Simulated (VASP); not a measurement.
Si2C: single point with PBE

Crystal: Si2C.

```
Si C
1.0
     4.04221    0.00000    0.00000
    -2.02110    3.50065    0.00000
     0.00000    0.00000    7.17084
Si C
4 2
Direct
  0.33333 0.66667 0.73504
  0.33333 0.66667 0.26496
  0.66667 0.33333 0.73504
  0.66667 0.33333 0.26496
  0.33333 0.66667 0.00000
  0.66667 0.33333 0.00000
```

| Quantity | Value |
| --- | --- |
| Program | VASP 6.6.1 |
| Task | single point |
| Functional | PBE |
| Potentials or basis | VASP PAW PBE potentials, release 64 (Si, C) |
| Cutoff | 520 eV |
| k mesh | 6 × 6 × 4 |
| Occupations | gaussian, width 0.1 eV |
| Spin | collinear spin, ferromagnetic start |
| Starting moments | [0.0, 0.0, 0.0, 0.0, 1.0, 1.0] μB |
| Dipole correction | no |
| Further INCAR settings | ALGO = Normal; EDIFF = 1e-06; NBANDS = 25 |

```json
{
 "Pressure": "-0.1 GPa",
 "Largest force": "0.013 eV/Å",
 "Band gap on the k mesh": "zero (filled and empty bands overlap)",
 "Net moment": "0.00 μB per cell",
 "Valence electrons inside the program's atomic spheres": "Si 1.68; C 2.25"
}
```

Forces in eV/Å, atoms in the order of the input:
```
Si   0.000  0.000  0.013
Si   0.000  0.000 -0.013
Si   0.000  0.000  0.013
Si   0.000  0.000 -0.013
C    0.000  0.000  0.000
C    0.000  0.000  0.000
```

Stress tensor (GPa, compression positive):
```
-0.01  0.00  0.00
 0.00 -0.01  0.00
 0.00  0.00 -0.14
```

Levels at points of the mesh, in eV from the Fermi level:
Spin up:
```tsv
k point	band 10	band 11	band 12	band 13	band 14	band 15
(0.00, 0.00, 0.00)	-1.65	-0.36	0.03	0.03	0.18	0.18
(0.50, 0.00, 0.00)	-2.67	-2.49	-1.00	1.25	1.42	1.50
(0.00, 0.00, 0.50)	-2.00	0.25	0.25	0.55	0.55	1.49
(0.50, 0.00, 0.50)	-3.20	-2.35	-0.39	0.01	1.95	2.59
```
Spin down:
| k point | band 10 | band 11 | band 12 | band 13 | band 14 | band 15 |
| --- | --- | --- | --- | --- | --- | --- |
| (0.00, 0.00, 0.00) | -1.65 | -0.36 | 0.03 | 0.03 | 0.18 | 0.18 |
| (0.50, 0.00, 0.00) | -2.67 | -2.49 | -1.00 | 1.25 | 1.42 | 1.50 |
| (0.00, 0.00, 0.50) | -2.00 | 0.25 | 0.25 | 0.55 | 0.55 | 1.49 |
| (0.50, 0.00, 0.50) | -3.20 | -2.35 | -0.39 | 0.01 | 1.95 | 2.59 |

Wall time 2.2 min on 1 thread of Intel Xeon 6975P-C, with other jobs on the host, peak memory 0.28 GiB.
